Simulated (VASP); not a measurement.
Write the native input for VASP 6.6.1 that does the following.

```yaml
Task: single point
Functional: PBE
Potentials_or_basis: VASP PAW PBE potentials, release 64 (Lu)
Cutoff: 520 eV
k_mesh: 10 × 10 × 3
Occupations: fermi-dirac, width 0.1 eV
Spin: no spin polarisation
Dipole_correction: no
Further_INCAR_settings: ALGO = Normal; EDIFF = 1e-06; NBANDS = 58
```

The structure of Lu lies in POSCAR:

```
Lu
1.0
    2.5594065745      0.0000000000      0.0000000000
   -1.2797032872      2.2165111121      0.0000000000
    0.0000000000      0.0000000000      8.2027352211
Lu
4
Direct
    0.0000000000      0.0000000000      0.0000000000
    0.0000000000      0.0000000000      0.5000000000
    0.3333333333      0.6666666667      0.2500000000
    0.6666666667      0.3333333333      0.7500000000
```

This cell differs from its parent crystal: volume scaled by 0.4.

These files were run (other wordings do the same):

INCAR

```
SYSTEM = Lu
PREC = Accurate
ENCUT = 520
EDIFF = 1E-6
ISMEAR = -1
SIGMA = 0.1
LREAL = .False.
LASPH = .True.
NELM = 80
ALGO = Normal
ISIF = 2
LWAVE = .False.
LCHARG = .False.
GGA = PE
NBANDS = 58
```

KPOINTS

```
Automatic mesh
0
Gamma
  10 10 3
  0 0 0
```

Potentials or basis: VASP PAW PBE potentials, release 64 (Lu).

Launch:

```bash
$ cat potpaw_PBE.64/Lu/POTCAR > POTCAR
$ mpirun -np 1 vasp_std > vasp.out
```

It gave:

```json
{"Pressure": "209.0 GPa", "Band gap on the k mesh": "zero (band 50 reaches 8.80 eV, above the bottom of band 51 at 6.39 eV)"}
```

Caveat: spin-orbit coupling is left out, which moves the levels of the heavy elements.

Run time: 2.2 min on 1 thread of Oxide Virtual Turin-like Processor, on a shared host, peak memory 0.17 GiB.
